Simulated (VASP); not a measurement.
Here is a VASP 6.6.1 calculation.

Contents of INCAR:

```
  ALGO = Normal
  EDIFF = 1E-7
  ENCUT = 520
  GGA = CA
  ISIF = 2
  ISMEAR = 0
  LASPH = T
  LCHARG = F
  LREAL = F
  LWAVE = F
  NBANDS = 26
  NELM = 100
  PREC = Accurate
  SIGMA = 0.01
```

File KPOINTS:

```
Automatic mesh
0
Gamma
  2 4 2
  0.5 0.5 0.5
```

Contents of POSCAR:

```
BN
1.0
    4.8800890000      0.0000000000      0.0000000000
    0.0000000000      2.5914640000      0.0000000000
    0.0000000000      0.0000000000      4.2920490000
B N
4 4
Direct
    0.6544718754      0.7485969321      0.0947426276
    0.8427323764      0.2558553775      0.5925610355
    0.1581999836      0.7492961507      0.4003649539
    0.3451404267      0.2496685271      0.9052631971
    0.8249033983      0.7545090343      0.3943216864
    0.1810471080      0.2429445287      0.6068069120
    0.6698445459      0.2471853748      0.8984683073
    0.3237846687      0.7527235570      0.1058580645
```

Potentials or basis: VASP PAW LDA potentials, release 64 (B, N).

The run is started by

```bash
$ cat potpaw_LDA.64/B/POTCAR potpaw_LDA.64/N/POTCAR > POTCAR
$ mpirun -np 1 vasp_std > vasp.out
```

(1) Predict the largest force.

(2) What does it give for the band gap on the k mesh?

Answers

(1) 1.927 eV/Å.

(2) 6.71 eV, indirect (least direct gap 6.72 eV).

Caveat: the k points lie up to 0.73 Å⁻¹ apart; forces of over 1 eV/Å act on the atoms, so gaps and moduli don't describe the material at rest.
